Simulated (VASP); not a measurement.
# Ti3Zn (Pm-3m) in VASP: single point with LDA

Aim: the single point of Ti3Zn with LDA.

All numbers are computed with VASP 6.6.1; they aren't measurements. Logs are shortened: lines on timing, memory, paths and dates and some standing lists are left out, and cuts for length are marked.

## 1. The cell of the first run

The structure is cubic, space group Pm-3m (No. 221). Conventional cell: a = 3.910 Å, b = 3.910 Å, c = 3.910 Å, α = 90.00°, β = 90.00°, γ = 90.00°. Ti (site symmetry 4/mmm) has 8 Ti at 2.76 Å and 4 Zn at 2.76 Å within 3.6 Å. Zn (site symmetry m-3m) has 12 Ti at 2.76 Å within 3.6 Å.

## 2. Single point, LDA

File INCAR:

```
ALGO = Fast ; EDIFF = 1E-6
ENCUT = 520 ; ISIF = 2
ISMEAR = 0 ; LASPH = T
LCHARG = T ; LELF = T
LREAL = F ; LVHAR = T
LWAVE = F ; NBANDS = 32
NELM = 100 ; PREC = Accurate
SIGMA = 0.1
```

File KPOINTS:

```
k-points
0
Gamma
  10 10 10
```

File POSCAR:

```
Ti3Zn
1.0
    3.9097441603      0.0000000000      0.0000000000
    0.0000000000      3.9097441603      0.0000000000
    0.0000000000      0.0000000000      3.9097441603
Ti Zn
3 1
Direct
    0.0000000000      0.5000000000      0.5000000000
    0.5000000000      0.0000000000      0.5000000000
    0.5000000000      0.5000000000      0.0000000000
    0.0000000000      0.0000000000      0.0000000000
```

Potentials or basis: VASP PAW LDA potentials, release 64 (Ti_sv, Zn).

Started as:

```
cat potpaw_LDA.64/Ti_sv/POTCAR potpaw_LDA.64/Zn/POTCAR > POTCAR
mpirun -np 1 vasp_std > vasp.out
```

OUTCAR:

```text
EDIFF = 1E-6
   ENCUT = 520
   ISIF = 2
   ISMEAR = 0
   LASPH = T
   LREAL = F
   NELM = 100
   PREC = Accurate

 ion  position               nearest neighbor table
   1  0.000  0.500  0.500-   2 2.76   3 2.76   4 2.76   3 2.76   4 2.76   2 2.76   4 2.76   4 2.76
                             2 2.76   3 2.76   3 2.76   2 2.76
   2  0.500  0.000  0.500-   1 2.76   3 2.76   4 2.76   3 2.76   4 2.76   1 2.76   3 2.76   3 2.76
                             1 2.76   4 2.76   4 2.76   1 2.76
   3  0.500  0.500  0.000-   1 2.76   2 2.76   4 2.76   1 2.76   2 2.76   2 2.76   4 2.76   2 2.76
                             1 2.76   4 2.76   1 2.76   4 2.76
   4  0.000  0.000  0.000-   1 2.76   2 2.76   3 2.76   1 2.76   2 2.76   1 2.76   3 2.76   1 2.76
                             2 2.76   3 2.76   2 2.76   3 2.76

  LATTYP: Found a simple cubic cell.
 ALAT       =     3.9097441603

  Lattice vectors:

 A1 = (   3.9097441603,   0.0000000000,   0.0000000000)
 A2 = (   0.0000000000,   3.9097441603,   0.0000000000)
 A3 = (   0.0000000000,   0.0000000000,   3.9097441603)

Analysis of symmetry for initial positions (statically):
=====================================================================
 Subroutine PRICEL returns:
 Original cell was already a primitive cell.

 Routine SETGRP: Setting up the symmetry group for a
 simple cubic supercell.

 Subroutine GETGRP returns: Found 48 space group operations
 (whereof 48 operations were pure point group operations)
 out of a pool of 48 trial point group operations.

The static configuration has the point symmetry O_h .

Analysis of symmetry for dynamics (positions and initial velocities):
=====================================================================
 Subroutine PRICEL returns:
 Original cell was already a primitive cell.

 Routine SETGRP: Setting up the symmetry group for a
 simple cubic supercell.

 Subroutine GETGRP returns: Found 48 space group operations
 (whereof 48 operations were pure point group operations)
 out of a pool of 48 trial point group operations.

The dynamic configuration has the point symmetry O_h .

 Subroutine INISYM returns: Found 48 space group operations
 (whereof 48 operations are pure point group operations),
 and found     1 'primitive' translations

----------------------------------------------------------------------------------------

                                     Primitive cell

  volume of cell :      59.7647

  direct lattice vectors                    reciprocal lattice vectors
     3.909744160  0.000000000  0.000000000     0.255771211  0.000000000  0.000000000
     0.000000000  3.909744160  0.000000000     0.000000000  0.255771211  0.000000000
     0.000000000  0.000000000  3.909744160     0.000000000  0.000000000  0.255771211

  length of vectors
     3.909744160  3.909744160  3.909744160     0.255771211  0.255771211  0.255771211

  position of ions in fractional coordinates (direct lattice)
     0.000000000  0.500000000  0.500000000
     0.500000000  0.000000000  0.500000000
     0.500000000  0.500000000  0.000000000
     0.000000000  0.000000000  0.000000000

  ion indices of the primitive-cell ions
   primitive index   ion index
                 1           1
                 2           2
                 3           3
                 4           4

----------------------------------------------------------------------------------------

 KPOINTS: k-points

Automatic generation of k-mesh.
 Grid dimensions read from file:
 generate k-points for:   10   10   10

 Generating k-lattice:

  Cartesian coordinates                     Fractional coordinates (reciprocal lattice)
     0.025577121  0.000000000  0.000000000     0.100000000  0.000000000  0.000000000
     0.000000000  0.025577121  0.000000000     0.000000000  0.100000000  0.000000000
     0.000000000  0.000000000  0.025577121     0.000000000  0.000000000  0.100000000

  Length of vectors
     0.025577121  0.025577121  0.025577121

  Shift w.r.t. Gamma in fractional coordinates (k-lattice)
     0.000000000  0.000000000  0.000000000

 Subroutine IBZKPT returns following result:
 ===========================================

 Found     56 irreducible k-points:

 Following reciprocal coordinates:
            Coordinates               Weight
  0.000000  0.000000  0.000000      1.000000
  0.100000  0.000000  0.000000      6.000000
  0.200000  0.000000  0.000000      6.000000
  0.300000  0.000000  0.000000      6.000000
  0.400000  0.000000  0.000000      6.000000
  0.500000  0.000000  0.000000      3.000000
[... 16 lines left out ...]
  0.200000  0.100000  0.100000     24.000000
  0.300000  0.100000  0.100000     24.000000
 [... further k-points ...]
   k-points           NKPTS =     56   k-points in BZ     NKDIM =     56   number of bands    NBANDS=     32
   number of dos      NEDOS =    301   number of ions     NIONS =      4
   total plane-waves  NPLWV =  27000
   dimension x,y,z NGX =    30 NGY =   30 NGZ =   30
   dimension x,y,z NGXF=    60 NGYF=   60 NGZF=   60
   ions per type =               3   1
   NGX,Y,Z   is equivalent  to a cutoff of  12.76, 12.76, 12.76 a.u.
   NGXF,Y,Z  is equivalent  to a cutoff of  25.51, 25.51, 25.51 a.u.
 SYSTEM =  unknown system
   PREC   = accura    normal or accurate (medium, high low for compatibility)
   ISTART =      0    job   : 0-new  1-cont  2-samecut
   ICHARG =      2    charge: 1-file 2-atom 10-const
   ISPIN  =      1    spin polarized calculation?
   LNONCOLLINEAR =      F non collinear calculations
   LSORBIT =      F    spin-orbit coupling
   LASPH  =      T    aspherical Exc in radial PAW
   ENCUT  =  520.0 eV  38.22 Ry    6.18 a.u.   7.27  7.27  7.27*2*pi/ulx,y,z
   NELM   =    100;   NELMIN=  2; NELMDL= -5     # of ELM steps
   EDIFF  = 0.1E-05   stopping-criterion for ELM
   LREAL  =      F    real-space projection
   EDIFFG = 0.1E-04   stopping-criterion for IOM
   NSW    =      0    number of steps for IOM
   IBRION =     -1    ionic relax: 0-MD 1-quasi-New 2-CG
   NFREE  =      0    steps in history (QN), initial steepest desc. (CG)
   ISIF   =      2    stress and relaxation
   ISYM   =      2    0-nonsym 1-usesym 2-fastsym
   POTIM  = 0.5000    time-step for ionic-motion
   TEBEG  =    0.0;   TEEND  =   0.0 temperature during run
   PSTRESS=    0.0 pullay stress
   NELECT =      48.0000    total number of electrons
   NUPDOWN=      -1.0000    fix difference up-down
   EMIN   =  10.00;   EMAX   =-10.00  energy-range for DOS
   EFERMI =   0.00;   METHOD = LEGACY
   ISMEAR =     0;   SIGMA  =   0.10  broadening in eV -4-tet -1-fermi 0-gaus
   EFERMI_NEDOS =   21; number of points for ismear=-14 and -15
   IALGO  =     68    algorithm
   IMIX   =      4    mixing-type and parameters
     AMIX     =   0.40;   BMIX     =  1.00
     AMIX_MAG =   1.60;   BMIX_MAG =  1.00
  volume/ion in A,a.u.               =      14.94       100.83
  Fermi-wavevector in a.u.,A,eV,Ry     =   1.521739  2.875670 31.506879  2.315690
  Thomas-Fermi vector in A             =   2.630413
   LORBIT       =      0    0 simple, 1 ext, 2 COOP (PROOUT), +10 PAW based schemes
   GGA     = CA    functional components
   LHFCALC =     F    Hartree Fock is set to
   AEXX    =    0.0000 exact exchange contribution
   IVDW    =     0    specifies the selected vdW correction
   LEPSILON=     F    determine dielectric tensor
   LRPA    =     F    only Hartree local field effects (RPA)
 non-spin polarized calculation
 RMM-DIIS sequential band-by-band and
 Gauss-broadening in eV      SIGMA  =   0.10
  energy-cutoff  :      520.00
  volume of cell :       59.76
 maximum number of plane-waves:      1640
 NGX is ok and might be reduce to    30
   NGX = 15   NGY = 15   NGZ = 15

 number of electron      47.9999961 magnetization

 Free energy of the ion-electron system (eV)
  ---------------------------------------------------
  ext. energy  EPLUGINS =         0.00000000
  ---------------------------------------------------
  free energy    TOTEN  =       -28.14103655 eV

  energy without entropy =      -28.12094129  energy(sigma->0) =      -28.13098892

 E-fermi :   7.7510     XC(G=0): -12.4061

 val. band max:        7.7496355529   @ k =   0.3000   0.3000   0.1000
 cond. band min:       7.7533937752   @ k =   0.4000   0.4000   0.0000
 fundamental gap:      0.0037582223
 Fermi energy:         7.7509895171

 k-point     1 :       0.0000    0.0000    0.0000
  band No.  band energies     occupation
      1     -48.0218      2.00000
      2     -47.7906      2.00000
      3     -47.7906      2.00000
      4     -24.9241      2.00000
      5     -24.9241      2.00000
      6     -24.9241      2.00000
[... 24 lines left out ...]
     31      11.2210      0.00000
     32      11.2210      0.00000

 k-point     2 :       0.1000    0.0000    0.0000
  band No.  band energies     occupation
      1     -48.0168      2.00000
      2     -47.7957      2.00000
      3     -47.7906      2.00000
      4     -24.9139      2.00000
      5     -24.9139      2.00000
      6     -24.9093      2.00000
[... 24 lines left out ...]
     31      11.1229      0.00000
     32      11.2196      0.00000

 k-point     3 :       0.2000    0.0000    0.0000
  band No.  band energies     occupation
      1     -48.0024      2.00000
      2     -47.8100      2.00000
      3     -47.7904      2.00000
      4     -24.8851      2.00000
      5     -24.8851      2.00000
      6     -24.8657      2.00000
[... 24 lines left out ...]
     31      10.8099      0.00000
     32      11.1972      0.00000

 k-point     4 :       0.3000    0.0000    0.0000
  band No.  band energies     occupation
      1     -47.9809      2.00000
      2     -47.8315      2.00000
      3     -47.7901      2.00000
      4     -24.8437      2.00000
      5     -24.8437      2.00000
      6     -24.7970      2.00000
[... 654 lines left out ...]
     31      11.0394      0.00000
     32      11.0397      0.00000

 k-point    23 :       0.2000    0.1000    0.1000
  band No.  band energies     occupation
      1     -47.9933      2.00000
      2     -47.8116      2.00000
      3     -47.7977      2.00000
      4     -24.9254      2.00000
      5     -24.8427      2.00000
      6     -24.8121      2.00000
[... 24 lines left out ...]
     31      11.0530      0.00000
     32      11.1275      0.00000

 k-point    24 :       0.3000    0.1000    0.1000
  band No.  band energies     occupation
      1     -47.9726      2.00000
      2     -47.8322      2.00000
      3     -47.7974      2.00000
      4     -24.8952      2.00000
      5     -24.8025      2.00000
      6     -24.7505      2.00000
[... 24 lines left out ...]
     31      10.8944      0.00000
     32      10.9157      0.00000

 [... further k-points ...]

------------------------ aborting loop because EDIFF is reached ----------------------------------------

  FORCE on cell =-STRESS in cart. coord.  units (eV):
  Direction    XX          YY          ZZ          XY          YZ          ZX
  --------------------------------------------------------------------------------------
  -------------------------------------------------------------------------------------
  Total        0.0500947      0.0500947      0.0500947      0.0000000     -0.0000000     -0.0000000
  in kB        1.3429421      1.3429421      1.3429421      0.0000000     -0.0000000     -0.0000000
  external PRESSURE =       1.3429421 kB  Pullay stress =       0.0000000 kB

 VOLUME and BASIS-vectors are now :
 -----------------------------------------------------------------------------
  energy-cutoff  :      520.00
  volume of cell :       59.76
      direct lattice vectors                 reciprocal lattice vectors
     3.909744160  0.000000000  0.000000000     0.255771211  0.000000000  0.000000000
     0.000000000  3.909744160  0.000000000     0.000000000  0.255771211  0.000000000
     0.000000000  0.000000000  3.909744160     0.000000000  0.000000000  0.255771211

 POSITION                                       TOTAL-FORCE (eV/Angst)
 -----------------------------------------------------------------------------------
      0.00000      1.95487      1.95487         0.000000      0.000000      0.000000
      1.95487      0.00000      1.95487         0.000000      0.000000      0.000000
      1.95487      1.95487      0.00000         0.000000      0.000000      0.000000
      0.00000      0.00000      0.00000         0.000000      0.000000      0.000000
 -----------------------------------------------------------------------------------
    total drift:                                0.000000      0.000000     -0.000000

  FREE ENERGIE OF THE ION-ELECTRON SYSTEM (eV)
  ---------------------------------------------------
  free  energy   TOTEN  =       -28.1410365469 eV

  energy  without entropy=      -28.1209412861  energy(sigma->0) =      -28.13098892
```

Wall time 3.7 min (1 thread of Intel Xeon 6975P-C (Granite Rapids), shared host); peak memory 0.21 GiB.

What came out:

- Free energy: -28.1410 eV
- Pressure: 0.1 GPa
- Band gap on the k mesh: zero (bands 24 and 25 overlap by 0.45 eV)

Levels at points of the mesh, in eV from the Fermi level:
```
           k point  band 22  band 23  band 24  band 25  band 26  band 27
(0.00, 0.00, 0.00)    -1.03    -1.03    -1.03     2.28     2.28     2.28
(0.50, 0.00, 0.00)    -0.94    -0.72     0.28     0.81     0.81     1.26
(0.50, 0.50, 0.00)    -1.18    -0.28    -0.13    -0.13     1.01     1.01
(0.50, 0.50, 0.50)    -0.17    -0.17    -0.17     0.82     0.82     0.82
```
